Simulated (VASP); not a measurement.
# Cd (P6_3/mmc) in VASP: a series of runs, part 2 of 2

VASP 6.6.1.

**4. Single point, PBEsol**

This run uses another cell than the first one, of 20.99 Å³/atom, 0.997 times its volume.

The input, INCAR:

```
ALGO = Fast
EDIFF = 1E-7
ENCUT = 520
GGA = PS
ISIF = 2
ISMEAR = -1
LASPH = T
LCHARG = F
LREAL = F
LWAVE = F
NBANDS = 19
NELM = 80
PREC = Accurate
SIGMA = 0.15
```

The input, KPOINTS:

```
k-points
0
Gamma
  18 18 8
```

The input, POSCAR:

```
Cd
1.0
    2.9643011460      0.0000000000      0.0000000000
   -1.4821505730      2.5671600969      0.0000000000
    0.0000000000      0.0000000000      5.5173886564
Cd
2
Direct
    0.3333333333      0.6666666667      0.2500000000
    0.6666666667      0.3333333333      0.7500000000
```

Potentials or basis: VASP PAW PBE potentials, release 64 (Cd).

On the command line:

```
> cat potpaw_PBE.64/Cd/POTCAR > POTCAR
> mpirun -np 1 vasp_std > vasp.out
```

OUTCAR:

```text
EDIFF = 1E-7
   ENCUT = 520
   GGA = PS
   ISIF = 2
   ISMEAR = -1
   LASPH = T
   LREAL = F
   NELM = 80
   PREC = Accurate

 ion  position               nearest neighbor table
   1  0.333  0.667  0.250-   2 3.25   2 3.25   2 3.25   2 3.25   2 3.25   2 3.25
   2  0.667  0.333  0.750-   1 3.25   1 3.25   1 3.25   1 3.25   1 3.25   1 3.25

  LATTYP: Found a hexagonal cell.
 ALAT       =     2.9643011460
 C/A-ratio  =     1.8612780499

  Lattice vectors:

 A1 = (   2.9643011460,   0.0000000000,   0.0000000000)
 A2 = (  -1.4821505730,   2.5671600969,   0.0000000000)
 A3 = (   0.0000000000,   0.0000000000,   5.5173886564)

Analysis of symmetry for initial positions (statically):
=====================================================================
 Subroutine PRICEL returns:
 Original cell was already a primitive cell.

 Routine SETGRP: Setting up the symmetry group for a
 hexagonal supercell.

 Subroutine GETGRP returns: Found 24 space group operations
 (whereof 12 operations were pure point group operations)
 out of a pool of 24 trial point group operations.

The static configuration has the point symmetry D_3d.
 The point group associated with its full space group is D_6h.

Analysis of symmetry for dynamics (positions and initial velocities):
=====================================================================
 Subroutine PRICEL returns:
 Original cell was already a primitive cell.

 Routine SETGRP: Setting up the symmetry group for a
 hexagonal supercell.

 Subroutine GETGRP returns: Found 24 space group operations
 (whereof 12 operations were pure point group operations)
 out of a pool of 24 trial point group operations.

The dynamic configuration has the point symmetry D_3d.
 The point group associated with its full space group is D_6h.

 Subroutine INISYM returns: Found 24 space group operations
 (whereof 12 operations are pure point group operations),
 and found     1 'primitive' translations

----------------------------------------------------------------------------------------

                                     Primitive cell

  volume of cell :      41.9864

  direct lattice vectors                    reciprocal lattice vectors
     2.964301146  0.000000000  0.000000000     0.337347641  0.194767752  0.000000000
    -1.482150573  2.567160097  0.000000000     0.000000000  0.389535503  0.000000000
     0.000000000  0.000000000  5.517388656     0.000000000  0.000000000  0.181245162

  length of vectors
     2.964301146  2.964301146  5.517388656     0.389535503  0.389535503  0.181245162

  position of ions in fractional coordinates (direct lattice)
     0.333333333  0.666666667  0.250000000
     0.666666667  0.333333333  0.750000000

  ion indices of the primitive-cell ions
   primitive index   ion index
                 1           1
                 2           2

----------------------------------------------------------------------------------------

 KPOINTS: k-points

Automatic generation of k-mesh.
 Grid dimensions read from file:
 generate k-points for:   18   18    8

 Generating k-lattice:

  Cartesian coordinates                     Fractional coordinates (reciprocal lattice)
     0.018741536  0.010820431  0.000000000     0.055555556  0.000000000  0.000000000
     0.000000000  0.021640861  0.000000000     0.000000000  0.055555556  0.000000000
     0.000000000  0.000000000  0.022655645     0.000000000  0.000000000  0.125000000

  Length of vectors
     0.021640861  0.021640861  0.022655645

  Shift w.r.t. Gamma in fractional coordinates (k-lattice)
     0.000000000  0.000000000  0.000000000

 Subroutine IBZKPT returns following result:
 ===========================================

 Found    185 irreducible k-points:

 Following reciprocal coordinates:
            Coordinates               Weight
  0.000000  0.000000  0.000000      1.000000
  0.055556 -0.000000  0.000000      6.000000
  0.111111 -0.000000  0.000000      6.000000
  0.166667 -0.000000  0.000000      6.000000
  0.222222  0.000000  0.000000      6.000000
  0.277778  0.000000  0.000000      6.000000
[... 16 lines left out ...]
  0.333333  0.111111  0.000000     12.000000
  0.388889  0.111111  0.000000     12.000000
 [... further k-points ...]
   k-points           NKPTS =    185   k-points in BZ     NKDIM =    185   number of bands    NBANDS=     19
   number of dos      NEDOS =    301   number of ions     NIONS =      2
   total plane-waves  NPLWV =  24192
   dimension x,y,z NGX =    24 NGY =   24 NGZ =   42
   dimension x,y,z NGXF=    48 NGYF=   48 NGZF=   84
   ions per type =               2
   NGX,Y,Z   is equivalent  to a cutoff of  13.46, 13.46, 12.66 a.u.
   NGXF,Y,Z  is equivalent  to a cutoff of  26.92, 26.92, 25.31 a.u.
 SYSTEM =  unknown system
   PREC   = accura    normal or accurate (medium, high low for compatibility)
   ISTART =      0    job   : 0-new  1-cont  2-samecut
   ICHARG =      2    charge: 1-file 2-atom 10-const
   ISPIN  =      1    spin polarized calculation?
   LNONCOLLINEAR =      F non collinear calculations
   LSORBIT =      F    spin-orbit coupling
   LASPH  =      T    aspherical Exc in radial PAW
   ENCUT  =  520.0 eV  38.22 Ry    6.18 a.u.   5.51  5.51 10.26*2*pi/ulx,y,z
   NELM   =     80;   NELMIN=  2; NELMDL= -5     # of ELM steps
   EDIFF  = 0.1E-06   stopping-criterion for ELM
   LREAL  =      F    real-space projection
   EDIFFG = 0.1E-05   stopping-criterion for IOM
   NSW    =      0    number of steps for IOM
   IBRION =     -1    ionic relax: 0-MD 1-quasi-New 2-CG
   NFREE  =      0    steps in history (QN), initial steepest desc. (CG)
   ISIF   =      2    stress and relaxation
   ISYM   =      2    0-nonsym 1-usesym 2-fastsym
   POTIM  = 0.5000    time-step for ionic-motion
   TEBEG  =    0.0;   TEEND  =   0.0 temperature during run
   PSTRESS=    0.0 pullay stress
   NELECT =      24.0000    total number of electrons
   NUPDOWN=      -1.0000    fix difference up-down
   EMIN   =  10.00;   EMAX   =-10.00  energy-range for DOS
   EFERMI =   0.00;   METHOD = LEGACY
   ISMEAR =    -1;   SIGMA  =   0.15  broadening in eV -4-tet -1-fermi 0-gaus
   EFERMI_NEDOS =   21; number of points for ismear=-14 and -15
   IALGO  =     68    algorithm
   IMIX   =      4    mixing-type and parameters
     AMIX     =   0.40;   BMIX     =  1.00
     AMIX_MAG =   1.60;   BMIX_MAG =  1.00
  volume/ion in A,a.u.               =      20.99       141.67
  Fermi-wavevector in a.u.,A,eV,Ry     =   1.358654  2.567484 25.115558  1.845941
  Thomas-Fermi vector in A             =   2.485469
   LORBIT       =      0    0 simple, 1 ext, 2 COOP (PROOUT), +10 PAW based schemes
   GGA     = PS    functional components
   LHFCALC =     F    Hartree Fock is set to
   AEXX    =    0.0000 exact exchange contribution
   IVDW    =     0    specifies the selected vdW correction
   LEPSILON=     F    determine dielectric tensor
   LRPA    =     F    only Hartree local field effects (RPA)
 non-spin polarized calculation
 RMM-DIIS sequential band-by-band and
  energy-cutoff  :      520.00
  volume of cell :       41.99
 maximum number of plane-waves:      1172
 NGX is ok and might be reduce to    24
   NGX = 11   NGY = 11   NGZ = 21

 number of electron      24.0000005 magnetization

 Free energy of the ion-electron system (eV)
  ---------------------------------------------------
  ext. energy  EPLUGINS =         0.00000000
  ---------------------------------------------------
  free energy    TOTEN  =        -2.41920436 eV

  energy without entropy =       -2.38062109  energy(sigma->0) =       -2.39991272

 E-fermi :   3.0541     XC(G=0): -11.3620

 val. band max:        3.0226882000   @ k =   0.3333   0.3333   0.1250
 cond. band min:       3.0583029847   @ k =   0.2222   0.2222   0.0000
 fundamental gap:      0.0356147848
 Fermi energy:         3.0541068128

 k-point     1 :       0.0000    0.0000    0.0000
  band No.  band energies     occupation
      1      -6.9488      2.00000
      2      -6.6469      2.00000
      3      -6.2629      2.00000
      4      -6.2629      2.00000
      5      -6.2039      2.00000
      6      -6.2039      2.00000
[... 11 lines left out ...]
     18      18.4682      0.00000
     19      18.7893      0.00000

 k-point     2 :       0.0556   -0.0000    0.0000
  band No.  band energies     occupation
      1      -6.9146      2.00000
      2      -6.6091      2.00000
      3      -6.2768      2.00000
      4      -6.2330      2.00000
      5      -6.2168      2.00000
      6      -6.1752      2.00000
[... 476 lines left out ...]
 k-point    24 :       0.3889    0.1111    0.0000
  band No.  band energies     occupation
      1      -6.9381      2.00000
      2      -6.7108      2.00000
      3      -6.6700      2.00000
      4      -6.1735      2.00000
      5      -6.0537      2.00000
      6      -5.9400      2.00000
[... 11 lines left out ...]
     18      14.1709      0.00000
     19      14.8745      0.00000

 [... further k-points ...]
[... 5 lines left out ...]
  --------------------------------------------------------------------------------------
  -------------------------------------------------------------------------------------
  Total        0.1277786      0.1277786      0.0735296      0.0000000      0.0000000      0.0000000
  in kB        4.8759555      4.8759555      2.8058448      0.0000000      0.0000000      0.0000000
  external PRESSURE =       4.1859186 kB  Pullay stress =       0.0000000 kB

 VOLUME and BASIS-vectors are now :
 -----------------------------------------------------------------------------
  energy-cutoff  :      520.00
  volume of cell :       41.99
      direct lattice vectors                 reciprocal lattice vectors
     2.964301146  0.000000000  0.000000000     0.337347641  0.194767752  0.000000000
    -1.482150573  2.567160097  0.000000000     0.000000000  0.389535503  0.000000000
     0.000000000  0.000000000  5.517388656     0.000000000  0.000000000  0.181245162

 POSITION                                       TOTAL-FORCE (eV/Angst)
 -----------------------------------------------------------------------------------
     -0.00000      1.71144      1.37935        -0.000000      0.000000      0.000000
      1.48215      0.85572      4.13804         0.000000     -0.000000      0.000000
 -----------------------------------------------------------------------------------
    total drift:                               -0.000000      0.000000      0.000000

  FREE ENERGIE OF THE ION-ELECTRON SYSTEM (eV)
  ---------------------------------------------------
  free  energy   TOTEN  =        -2.4192043593 eV

  energy  without entropy=       -2.3806210855  energy(sigma->0) =       -2.39991272
```

OSZICAR:

```text
N       E                     dE             d eps       ncg     rms          rms(c)
DAV:   1     0.175147883702E+03    0.17515E+03   -0.13096E+04  7030   0.127E+03
DAV:   2     0.140421074762E+01   -0.17374E+03   -0.16711E+03  7312   0.333E+02
DAV:   3    -0.259620188673E+01   -0.40004E+01   -0.39917E+01  7966   0.580E+01
DAV:   4    -0.260322785835E+01   -0.70260E-02   -0.70255E-02  7689   0.228E+00
DAV:   5    -0.260324843682E+01   -0.20578E-04   -0.20579E-04  7756   0.122E-01    0.472E+00
RMM:   6    -0.243345070274E+01    0.16980E+00   -0.38024E-01  7063   0.571E+00    0.373E+00
RMM:   7    -0.242102812913E+01    0.12423E-01   -0.25243E-02  7266   0.114E+00    0.198E+00
RMM:   8    -0.241915519715E+01    0.18729E-02   -0.36267E-03  7554   0.828E-01    0.104E-01
RMM:   9    -0.241918589658E+01   -0.30699E-04   -0.18611E-04  7680   0.141E-01    0.333E-02
RMM:  10    -0.241920867105E+01   -0.22774E-04   -0.80984E-05  7544   0.117E-01    0.330E-02
RMM:  11    -0.241920438117E+01    0.42899E-05   -0.17266E-05  7837   0.390E-02    0.221E-03
RMM:  12    -0.241920435933E+01    0.21847E-07   -0.40048E-07  7205   0.666E-03
   1 F= -.24192044E+01 E0= -.23999127E+01  d E =-.385833E-01
```

stdout:

```text
POSCAR found type information on POSCAR Cd
 POSCAR found :  1 types and       2 ions
 scaLAPACK will be used
 -----------------------------------------------------------------------------
|                                                                             |
|                                                                             |
|     You enforced a specific xc type in the INCAR file but a different       |
|     I HOPE YOU KNOW WHAT YOU ARE DOING!                                     |
|                                                                             |
 -----------------------------------------------------------------------------

 LDA part: xc-table for (Slater+PW92), standard interpolation
 POSCAR, INCAR and KPOINTS ok, starting setup
 FFT: planning ... GRIDC
 FFT: planning ... GRID_SOFT
 FFT: planning ... GRID
 WAVECAR not read
 entering main loop
```

Wall time 4 min (1 thread of Oxide Virtual Turin-like, shared host); peak memory 0.21 GiB.

Results:

| Quantity | Value |
| --- | --- |
| Free energy | -2.4192 eV |
| Pressure | 0.4 GPa |
| Band gap on the k mesh | zero (band 12 reaches 4.45 eV, above the bottom of band 13 at 0.12 eV) |

Stress tensor (GPa, compression positive):
```
0.49 0.00 0.00
0.00 0.49 0.00
0.00 0.00 0.28
```

Caveat: the PAW data sets were made with another functional, which shifts forces and pressure a little.

**5. Single point, PBEsol**

The input, INCAR:

```
SYSTEM = Cd
ALGO = Fast ; EDIFF = 1E-6
ENCUT = 520 ; GGA = PS
ISIF = 2 ; ISMEAR = 0
LASPH = .True. ; LCHARG = .False.
LREAL = .False. ; LWAVE = .False.
NBANDS = 19 ; NELM = 60
PREC = Accurate ; SIGMA = 0.1
```

The input, KPOINTS:

```
k-points
0
Gamma
  18 18 8
  0 0 0
```

The input, POSCAR:

```
Cd
1.0
    2.9442122157      0.0000000000      0.0000000000
   -1.4721061079      2.5497625730      0.0000000000
    0.0000000000      0.0000000000      5.6103195840
Cd
2
Direct
    0.3333333333      0.6666666667      0.2500000000
    0.6666666667      0.3333333333      0.7500000000
```

On the command line:

```
> cat potpaw_PBE.64/Cd/POTCAR > POTCAR
> mpirun -np 1 vasp_std > vasp.out
```

It took 3.6 min on 1 thread of Oxide Virtual Turin-like, shared host; peak memory 0.21 GiB.

It converged, with:

```yaml
Free_energy: -2.4011 eV
Pressure: 0.4 GPa
Band_gap_on_the_k_mesh: zero (band 12 reaches 4.58 eV, above the bottom of band 13 at -0.16 eV)
```

Stress tensor (GPa, compression positive):
```
0.51 0.00 0.00
0.00 0.51 0.00
0.00 0.00 0.26
```

Levels at points of the mesh, in eV from the Fermi level:
```tsv
k point	band 9	band 10	band 11	band 12	band 13	band 14	band 15	band 16
(0.00, 0.00, 0.00)	-8.77	-8.51	-8.51	-3.30	-3.21	10.34	14.57	14.80
(0.50, 0.00, 0.00)	-8.23	-8.20	-2.48	-1.90	1.88	2.95	3.18	5.22
(0.00, 0.00, 0.50)	-8.63	-8.63	-7.62	-7.62	3.52	3.52	14.91	14.91
(0.50, 0.00, 0.50)	-8.21	-8.21	-1.70	-1.70	0.09	0.09	8.00	8.00
```

Caveat: the PAW data sets were made with another functional, which shifts forces and pressure a little.

**6. Overview**

```csv
cell,k mesh,smearing,gap on the mesh (eV),pressure (GPa)
"a = 2.944, b = 5.610 Å, angles 90.0, 60.0, 90.0°, 2 atoms",12 × 6 × 13,gaussian 0.1 eV,none,0.5
"a = 2.979, b = 2.979, c = 5.618 Å, angles 90.0, 90.0, 120.0°, 2 atoms",9 × 9 × 4,gaussian 0.1 eV,none,-0.7
"a = 2.964, b = 2.964, c = 5.517 Å, angles 90.0, 90.0, 120.0°, 2 atoms",18 × 18 × 8,fermi-dirac 0.15 eV,none,0.4
"a = 2.944, b = 2.944, c = 5.610 Å, angles 90.0, 90.0, 120.0°, 2 atoms",18 × 18 × 8,gaussian 0.1 eV,none,0.4
```

Alike in all rows: task single point; level PBEsol; potentials or basis VASP PAW PBE potentials, release 64 (Cd); no spin polarisation; cutoff (eV) 520.

Caveats: the PAW data sets were made with another functional, which shifts forces and pressure a little.

Total energies depend on the potentials used, so only differences within one code and one set of settings carry meaning.
